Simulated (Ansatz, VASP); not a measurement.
**AlN in VASP and in Ansatz**

```
Al N
1.0
    -3.31348    0.00000    0.00000
     0.00000    0.00000   -4.18759
     0.00000   -5.73911    0.00000
Al N
4 4
Direct
  0.51111 0.25000 0.16667
  0.98889 0.25000 0.66667
  0.01111 0.75000 0.33333
  0.48889 0.75000 0.83333
  0.51070 0.75000 0.16667
  0.98930 0.75000 0.66667
  0.01070 0.25000 0.33333
  0.48930 0.25000 0.83333
```

Change from the starting cell: mode 4 frozen in at -0.037 Å and mode 5 at +0.000 Å (largest displacements).

Alike in both runs: task single point; functional PBE; k mesh 8 × 6 × 4; occupations gaussian, width 0.05 eV; no spin polarisation.

|  | VASP | Ansatz |
| --- | --- | --- |
| version | VASP 6.6.1 | Ansatz 0.2.0 |
| potentials or method | VASP PAW PBE potentials, release 64 (Al, N), cutoff 520 eV | scalar-relativistic, plane waves, PAW |
| valence electrons in the cell | 32 | 32 |

|  | VASP | Ansatz | Ansatz less VASP |
| --- | --- | --- | --- |
| gap on the k mesh at the Fermi level (eV) | 3.26 | 3.25 | -0.009 |
| least direct gap on the mesh (eV) | 3.26 | 3.25 | -0.009 |
| pressure (GPa) | -0.3 | -0.1 | +0.17 |
| traceless stress, the component that is largest in VASP (GPa) | 0.06 | -0.05 | -0.111 |
| rms of the force components (eV/Å) | 0.052 | 0.051 | -0.0004 |

Atom by atom the forces differ by 0.000 eV/Å (rms over components). With one functional, cell and mesh, what is left measures potentials, basis and numerics.
